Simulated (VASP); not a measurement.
# C41O in VASP: notebook

Runs on C41O. Level: PBE+D3(BJ). Tasks: single point.

Everything below comes from runs of VASP 6.6.1. Logs are shortened: lines on timing, memory, paths and dates and some standing lists are left out, and cuts for length are marked.

## Step 1: The cell of the first run

The cell holds a slab with vacuum, 42 atoms: a = 7.295 Å, b = 8.539 Å, c = 23.581 Å, α = 90.00°, β = 90.00°, γ = 112.97°.

## Step 2: Single point, PBE+D3(BJ)

The input, INCAR:

```
PREC = Accurate
ENCUT = 520
EDIFF = 1E-7
ISMEAR = 0
SIGMA = 0.05
LREAL = Auto
LASPH = True
NELM = 100
ALGO = Normal
ISIF = 2
LWAVE = False
LCHARG = False
LDIPOL = True
IDIPOL = 3
DIPOL = 0.5 0.5 0.286
GGA = PE
IVDW = 12
NBANDS = 112
LUSENCCL = False
```

The input, KPOINTS:

```
regular mesh
0
Gamma
  4 4 1
```

The input, POSCAR:

```
C41O
1.0
    7.2946484380      0.0000000000      0.0000000000
   -3.3317658956      7.8620301879      0.0000000000
    0.0000000000      0.0000000000     23.5809581711
C O
41 1
Direct
    0.2500899670      0.1666966556      0.1696283913
    0.2500899670      0.6666966556      0.1696283913
    0.7500899670      0.1666966556      0.1696283913
    0.7500899670      0.6666966556      0.1696283913
    0.2499100331      0.3333033444      0.1696283913
    0.2499100331      0.8333033444      0.1696283913
    0.7499100330      0.3333033444      0.1696283913
    0.7499100331      0.8333033444      0.1696283913
    0.2500899670      0.4166966557      0.2218942371
    0.2500899670      0.9166966557      0.2218942371
    0.7500899670      0.4166966557      0.2218942371
    0.7500899670      0.9166966557      0.2218942371
    0.2499100331      0.0833033444      0.2218942371
    0.2499100331      0.5833033444      0.2218942371
    0.7499100331      0.0833033444      0.2218942371
    0.7499100331      0.5833033444      0.2218942371
    0.2500106166      0.1676584830      0.2741412246
    0.2500106166      0.6676584830      0.2741412246
    0.7500106166      0.1676584830      0.2741412246
    0.7500106166      0.6676584830      0.2741412246
    0.2499893834      0.3323415170      0.2741412246
    0.2499893834      0.8323415170      0.2741412246
    0.7499893834      0.3323415170      0.2741412246
    0.7499893834      0.8323415170      0.2741412246
    0.2500643137      0.4183240206      0.3266192408
    0.2500643137      0.9183240206      0.3266192408
    0.7500643137      0.4183240206      0.3266192408
    0.7500643137      0.9183240206      0.3266192408
    0.2499356863      0.0816759794      0.3266192408
    0.2499356863      0.5816759794      0.3266192408
    0.7499356863      0.0816759794      0.3266192408
    0.7499356863      0.5816759794      0.3266192408
    0.2498811848      0.1772167637      0.3744953071
    0.2498811848      0.6772167637      0.3744953071
    0.7498811848      0.1772167637      0.3744953071
    0.7498811848      0.6772167637      0.3744953071
    0.2501188152      0.3227832363      0.3744953071
    0.2501188152      0.8227832363      0.3744953071
    0.7501188152      0.3227832363      0.3744953071
    0.7501188152      0.8227832363      0.3744953071
    0.3748811848      0.4272167637      0.5632068924
    0.3748811848      0.4272167637      0.5144387299
```

Potentials or basis: VASP PAW PBE potentials, release 64 (C, O).

Started as:

```sh
$ cat potpaw_PBE.64/C/POTCAR potpaw_PBE.64/O/POTCAR > POTCAR
$ mpirun -np 1 vasp_std > vasp.out
```

OUTCAR:

```text
PREC = Accurate
   ENCUT = 520
   EDIFF = 1E-7
   ISMEAR = 0
   LREAL = Auto
   LASPH = True
   NELM = 100
   ISIF = 2
   GGA = PE
   IVDW = 12
 IVDW          = 12

 ion  position               nearest neighbor table
   1  0.250  0.167  0.170-  13 1.42   5 1.42
   2  0.250  0.667  0.170-  14 1.42   6 1.42
   3  0.750  0.167  0.170-  15 1.42   7 1.42
   4  0.750  0.667  0.170-  16 1.42   8 1.42
   5  0.250  0.333  0.170-   9 1.42   1 1.42
   6  0.250  0.833  0.170-  10 1.42   2 1.42
   7  0.750  0.333  0.170-  11 1.42   3 1.42
   8  0.750  0.833  0.170-  12 1.42   4 1.42
   9  0.250  0.417  0.222-   5 1.42  14 1.42  21 1.43
  10  0.250  0.917  0.222-   6 1.42  13 1.42  22 1.43
  11  0.750  0.417  0.222-   7 1.42  16 1.42  23 1.43
  12  0.750  0.917  0.222-   8 1.42  15 1.42  24 1.43
  13  0.250  0.083  0.222-   1 1.42  10 1.42  17 1.43
  14  0.250  0.583  0.222-   2 1.42   9 1.42  18 1.43
[... 16 lines left out ...]
  31  0.750  0.082  0.327-  35 1.39  28 1.40  19 1.44
  32  0.750  0.582  0.327-  36 1.39  27 1.40  20 1.44
  33  0.250  0.177  0.374-  37 1.24  29 1.39
  34  0.250  0.677  0.374-  38 1.24  30 1.39
  35  0.750  0.177  0.374-  39 1.24  31 1.39
  36  0.750  0.677  0.374-  40 1.24  32 1.39
  37  0.250  0.323  0.374-  33 1.24  25 1.39
  38  0.250  0.823  0.374-  34 1.24  26 1.39
  39  0.750  0.323  0.374-  35 1.24  27 1.39
  40  0.750  0.823  0.374-  36 1.24  28 1.39
  41  0.375  0.427  0.563-  42 1.15
  42  0.375  0.427  0.514-  41 1.15

  LATTYP: Found a simple monoclinic cell.
 ALAT       =     7.2946484380
 B/A-ratio  =     3.2326380595
 C/A-ratio  =     1.1705654015
 COS(beta)  =    -0.3901884672

  Lattice vectors:

 A1 = (   7.2946484380,   0.0000000000,   0.0000000000)
 A2 = (   0.0000000000,   0.0000000000, -23.5809581711)
 A3 = (  -3.3317658956,   7.8620301879,   0.0000000000)

Analysis of symmetry for initial positions (statically):
=====================================================================
 Subroutine PRICEL returns:
 Original cell was already a primitive cell.

 Routine SETGRP: Setting up the symmetry group for a
 simple monoclinic supercell.

 Subroutine GETGRP returns: Found  1 space group operations
 (whereof  1 operations were pure point group operations)
 out of a pool of  4 trial point group operations.

The static configuration has the point symmetry C_1 .

Analysis of symmetry for dynamics (positions and initial velocities):
=====================================================================
 Subroutine PRICEL returns:
 Original cell was already a primitive cell.

 Routine SETGRP: Setting up the symmetry group for a
 simple monoclinic supercell.

 Subroutine GETGRP returns: Found  1 space group operations
 (whereof  1 operations were pure point group operations)
 out of a pool of  4 trial point group operations.

The dynamic configuration has the point symmetry C_1 .

 Subroutine INISYM returns: Found  1 space group operations
 (whereof  1 operations are pure point group operations),
 and found     1 'primitive' translations

----------------------------------------------------------------------------------------

                                     Primitive cell

  volume of cell :    1352.3855

  direct lattice vectors                    reciprocal lattice vectors
     7.294648438  0.000000000  0.000000000     0.137086798  0.058094552 -0.000000000
    -3.331765896  7.862030188  0.000000000     0.000000000  0.127193610  0.000000000
     0.000000000  0.000000000 23.580958171     0.000000000 -0.000000000  0.042407098

  length of vectors
     7.294648438  8.538863078 23.580958171     0.148888439  0.127193610  0.042407098

  position of ions in fractional coordinates (direct lattice)
     0.250089967  0.166696656  0.169628391
     0.250089967  0.666696656  0.169628391
     0.750089967  0.166696656  0.169628391
     0.750089967  0.666696656  0.169628391
     0.249910033  0.333303344  0.169628391
     0.249910033  0.833303344  0.169628391
[... 34 lines left out ...]
     0.374881185  0.427216764  0.563206892
     0.374881185  0.427216764  0.514438730

  ion indices of the primitive-cell ions
   primitive index   ion index
                 1           1
                 2           2
                 3           3
                 4           4
                 5           5
                 6           6
[... 34 lines left out ...]
                41          41
                42          42

----------------------------------------------------------------------------------------

 KPOINTS: regular mesh

Automatic generation of k-mesh.
 Grid dimensions read from file:
 generate k-points for:    4    4    1

 Generating k-lattice:

  Cartesian coordinates                     Fractional coordinates (reciprocal lattice)
     0.034271700  0.014523638 -0.000000000     0.250000000  0.000000000  0.000000000
     0.000000000  0.031798402  0.000000000     0.000000000  0.250000000  0.000000000
     0.000000000 -0.000000000  0.042407098     0.000000000  0.000000000  1.000000000

  Length of vectors
     0.037222110  0.031798402  0.042407098

  Shift w.r.t. Gamma in fractional coordinates (k-lattice)
     0.000000000  0.000000000  0.000000000

 Subroutine IBZKPT returns following result:
 ===========================================

 Found     10 irreducible k-points:

 Following reciprocal coordinates:
            Coordinates               Weight
  0.000000  0.000000  0.000000      1.000000
  0.250000  0.000000  0.000000      2.000000
  0.500000  0.000000  0.000000      1.000000
  0.000000  0.250000  0.000000      2.000000
  0.250000  0.250000  0.000000      2.000000
  0.500000  0.250000  0.000000      2.000000
 -0.250000  0.250000  0.000000      2.000000
  0.000000  0.500000  0.000000      1.000000
  0.250000  0.500000  0.000000      2.000000
  0.500000  0.500000  0.000000      1.000000
   k-points           NKPTS =     10   k-points in BZ     NKDIM =     10   number of bands    NBANDS=    112
   number of dos      NEDOS =    301   number of ions     NIONS =     42
   total plane-waves  NPLWV = 622080
   dimension x,y,z NGX =    54 NGY =   64 NGZ =  180
   dimension x,y,z NGXF=   108 NGYF=  128 NGZF=  360
   ions per type =              41   1
   NGX,Y,Z   is equivalent  to a cutoff of  12.31, 12.46, 12.69 a.u.
   NGXF,Y,Z  is equivalent  to a cutoff of  24.61, 24.92, 25.38 a.u.
 SYSTEM =  unknown system
   PREC   = accura    normal or accurate (medium, high low for compatibility)
   ISTART =      0    job   : 0-new  1-cont  2-samecut
   ICHARG =      2    charge: 1-file 2-atom 10-const
   ISPIN  =      1    spin polarized calculation?
   LNONCOLLINEAR =      F non collinear calculations
   LSORBIT =      F    spin-orbit coupling
   LASPH  =      T    aspherical Exc in radial PAW
   ENCUT  =  520.0 eV  38.22 Ry    6.18 a.u.  13.56 15.88 43.84*2*pi/ulx,y,z
   NELM   =    100;   NELMIN=  2; NELMDL= -5     # of ELM steps
   EDIFF  = 0.1E-06   stopping-criterion for ELM
   LREAL  =      T    real-space projection
   EDIFFG = 0.1E-05   stopping-criterion for IOM
   NSW    =      0    number of steps for IOM
   IBRION =     -1    ionic relax: 0-MD 1-quasi-New 2-CG
   NFREE  =      0    steps in history (QN), initial steepest desc. (CG)
   ISIF   =      2    stress and relaxation
   ISYM   =      2    0-nonsym 1-usesym 2-fastsym
   POTIM  = 0.5000    time-step for ionic-motion
   TEBEG  =    0.0;   TEEND  =   0.0 temperature during run
   PSTRESS=    0.0 pullay stress
   NELECT =     170.0000    total number of electrons
   NUPDOWN=      -1.0000    fix difference up-down
   EMIN   =  10.00;   EMAX   =-10.00  energy-range for DOS
   EFERMI =   0.00;   METHOD = LEGACY
   ISMEAR =     0;   SIGMA  =   0.05  broadening in eV -4-tet -1-fermi 0-gaus
   EFERMI_NEDOS =   21; number of points for ismear=-14 and -15
   IALGO  =     38    algorithm
   IMIX   =      4    mixing-type and parameters
     AMIX     =   0.40;   BMIX     =  1.00
     AMIX_MAG =   1.60;   BMIX_MAG =  1.00
  volume/ion in A,a.u.               =      32.20       217.29
  Fermi-wavevector in a.u.,A,eV,Ry     =   0.820083  1.549732  9.150402  0.672536
  Thomas-Fermi vector in A             =   1.931002
   LORBIT       =      0    0 simple, 1 ext, 2 COOP (PROOUT), +10 PAW based schemes
   GGA     = PE    functional components
   LHFCALC =     F    Hartree Fock is set to
   AEXX    =    0.0000 exact exchange contribution
   IVDW    =    12    specifies the selected vdW correction
   LEPSILON=     F    determine dielectric tensor
   LRPA    =     F    only Hartree local field effects (RPA)
 non-spin polarized calculation
 Gauss-broadening in eV      SIGMA  =   0.05
  energy-cutoff  :      520.00
  volume of cell :     1352.39
 maximum number of plane-waves:     36453
   NGX = 27   NGY = 31   NGZ = 87

 dipolmoment           0.000000      0.000000      0.124904 electrons x Angstroem

 number of electron     169.9999999 magnetization

 dipolmoment           0.000000      0.000000     -0.280536 electrons x Angstroem

 Free energy of the ion-electron system (eV)
  ---------------------------------------------------
  ext. energy  EPLUGINS =         0.00000000
  ---------------------------------------------------
  free energy    TOTEN  =      -344.86054237 eV

  energy without entropy =     -344.84452522  energy(sigma->0) =     -344.85253379

 E-fermi :  -3.2564     XC(G=0):  -3.7398

 val. band max:       -3.2601434397   @ k =   0.5000   0.2500   0.0000
 cond. band min:      -3.2505318087   @ k =  -0.2500   0.2500   0.0000
 fundamental gap:      0.0096116310
 Fermi energy:        -3.2564176906

 k-point     1 :       0.0000    0.0000    0.0000
  band No.  band energies     occupation
      1     -26.9178      2.00000
      2     -22.0222      2.00000
      3     -21.7425      2.00000
      4     -20.6490      2.00000
      5     -20.5243      2.00000
      6     -20.3881      2.00000
[... 89 lines left out ...]
     96      -1.1954      0.00000
     97      -1.0456      0.00000

 k-point     2 :       0.2500    0.0000    0.0000
  band No.  band energies     occupation
      1     -26.9178      2.00000
      2     -21.9833      2.00000
      3     -21.7857      2.00000
      4     -20.6500      2.00000
      5     -20.5630      2.00000
      6     -20.3485      2.00000
[... 889 lines left out ...]
     96      -0.3338      0.00000
     97      -0.3329      0.00000
 [bands above 97 left out]

------------------------ aborting loop because EDIFF is reached ----------------------------------------

 vacuum level on the upper side and lower side of the slab       (xc-potential included)        -0.451         0.428

 Edisp (eV)   -4.73414

 E8    (eV) :    -1.4084

  FORCE on cell =-STRESS in cart. coord.  units (eV):
  Direction    XX          YY          ZZ          XY          YZ          ZX
  --------------------------------------------------------------------------------------
  -------------------------------------------------------------------------------------
  Total      -0.00187    -5.61447   -10.84813     2.36883     0.03001     0.01149
  in kB      -0.00221    -6.65149   -12.85183     2.80636     0.03555     0.01361
  external pressure =       -6.50 kB  Pullay stress =        0.00 kB

 VOLUME and BASIS-vectors are now :
 -----------------------------------------------------------------------------
  energy-cutoff  :      520.00
  volume of cell :     1352.39
      direct lattice vectors                 reciprocal lattice vectors
     7.294648438  0.000000000  0.000000000     0.137086798  0.058094552 -0.000000000
    -3.331765896  7.862030188  0.000000000     0.000000000  0.127193610  0.000000000
     0.000000000  0.000000000 23.580958171     0.000000000 -0.000000000  0.042407098

 POSITION                                       TOTAL-FORCE (eV/Angst)
 -----------------------------------------------------------------------------------
      1.26892      1.31057      4.00000        -2.577855      6.078468      1.102395
     -0.39696      5.24159      4.00000        -2.574493      6.076793      1.103050
      4.91625      1.31057      4.00000        -2.575347      6.077251      1.103045
      3.25037      5.24159      4.00000        -2.576096      6.076864      1.103045
      0.71252      2.62044      4.00000         2.577828     -6.078504      1.102600
     -0.95337      6.55146      4.00000         2.574455     -6.076620      1.102940
[... 34 lines left out ...]
      1.31124      3.35879     13.28096        -0.002807     -0.006615     -0.742670
      1.31124      3.35879     12.13096         0.004446      0.016274      0.735365
 -----------------------------------------------------------------------------------
    total drift:                               -0.002625     -0.003022     -0.076925

  FREE ENERGIE OF THE ION-ELECTRON SYSTEM (eV)
  ---------------------------------------------------
  free  energy   TOTEN  =      -349.5946821023 eV

  energy  without entropy=     -349.5786649498  energy(sigma->0) =     -349.58667353

 vacuum level on the upper side and lower side of the slab         2.327         3.247
```

It took 5.6 min on 1 × NVIDIA H100 80GB with 1 thread of AMD EPYC 7R13 (Zen 3), shared host; peak memory 2.4 GiB.

Results:

```yaml
Free_energy: -349.5947 eV
Largest_force: 6.694 eV/Å
Band_gap_on_the_k_mesh: 0.01 eV (least direct gap 0.03 eV)
Dispersion_energy_per_atom: -0.113 eV
```

Forces in eV/Å, atoms in the order of the input:
```
C   -2.578  6.078  1.102
C   -2.574  6.077  1.103
C   -2.575  6.077  1.103
C   -2.576  6.077  1.103
C    2.578 -6.079  1.103
C    2.574 -6.077  1.103
C    2.576 -6.077  1.103
C    2.576 -6.077  1.103
C   -0.162  0.380 -1.156
C   -0.161  0.381 -1.157
C   -0.161  0.381 -1.157
C   -0.162  0.380 -1.157
C    0.162 -0.378 -1.156
C    0.161 -0.380 -1.157
C    0.161 -0.380 -1.157
C    0.162 -0.380 -1.157
C    0.005 -0.009  0.012
C    0.002 -0.003  0.016
C    0.002 -0.005  0.016
C    0.002 -0.005  0.016
C   -0.001  0.003  0.013
C   -0.002  0.004  0.016
C   -0.002  0.005  0.016
C   -0.002  0.005  0.016
C    0.004  0.021  0.011
C    0.002  0.020 -0.009
C    0.001  0.021 -0.007
C    0.003  0.019 -0.009
C   -0.011 -0.006 -0.008
C   -0.001 -0.022 -0.005
C   -0.002 -0.020 -0.009
C   -0.003 -0.021 -0.005
C    0.032 -0.068  0.060
C    0.030 -0.070  0.043
C    0.033 -0.076  0.049
C    0.033 -0.075  0.046
C   -0.030  0.045  0.010
C   -0.030  0.071  0.050
C   -0.034  0.077  0.047
C   -0.035  0.074  0.050
C   -0.003 -0.007 -0.743
O    0.004  0.016  0.735
```

[end of part 1 of 3]
